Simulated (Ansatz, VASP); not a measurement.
**One calculation of Al, two programs**

INCAR

```
PREC = Accurate
ENCUT = 520
EDIFF = 1E-7
ISMEAR = 0
SIGMA = 0.1
LREAL = F
LASPH = T
NELM = 80
ALGO = Fast
ISIF = 2
LWAVE = F
LCHARG = F
GGA = PE
NBANDS = 14
```

Contents of KPOINTS:

```
regular mesh
0
Gamma
  18 18 6
```

The input POSCAR:

```
Al
1.0
    2.8187936885      0.0000000000      0.0000000000
   -1.4093968443      2.4411469423      0.0000000000
    0.0000000000      0.0000000000      9.9858174866
Al
4
Direct
    0.0000000000      0.0000000000      0.0000000000
    0.3333333300      0.6666666700      0.2500000000
    0.0000000000      0.0000000000      0.5000000000
    0.6666666700      0.3333333300      0.7500000000
```

Input for Ansatz:

```yaml
crystal:
  lattice:
    - [2.8187936885, 0.0, 0.0]
    - [-1.4093968443, 2.4411469423, 0.0]
    - [0.0, 0.0, 9.9858174866]
  atoms:
    - { symbol: Al, position: [0.0, 0.0, 0.0] }
    - { symbol: Al, position: [0.33333333, 0.66666667, 0.25] }
    - { symbol: Al, position: [0.0, 0.0, 0.5] }
    - { symbol: Al, position: [0.66666667, 0.33333333, 0.75] }
basis:
  ecutwfc: 420
kpoints:
  mp_grid: { grid: [18, 18, 6] }
hamiltonian:
  xc: pbe
scf:
  occupations: { method: gaussian, width: 0.1 }
output:
  forces: true
  stress: true
  eigenvalues: true
```

Alike in both runs: task single point; functional PBE; k mesh 18 × 18 × 6; occupations gaussian, width 0.1 eV; no spin polarisation.

|  | VASP | Ansatz |
| --- | --- | --- |
| version | VASP 6.6.1 | Ansatz 0.2.0 |
| potentials or method | VASP PAW PBE potentials, release 64 (Al), cutoff 520 eV | scalar-relativistic, plane waves, PAW |
| valence electrons in the cell | 12 | 12 |

Ansatz gave:

| Property | Result |
| --- | --- |
| gap on the k mesh at the Fermi level (eV) | none |
| pressure (GPa) | -2.0 |
| traceless stress, the component that is largest in VASP (GPa) | -2.69 |

**Question.** Which values does VASP return?

**Answer.** gap on the k mesh at the Fermi level (eV): none; pressure (GPa): -2.0; traceless stress, the component that is largest in VASP (GPa): -2.68.

A gap of «none» marks a metal or a gap that the smearing closes.
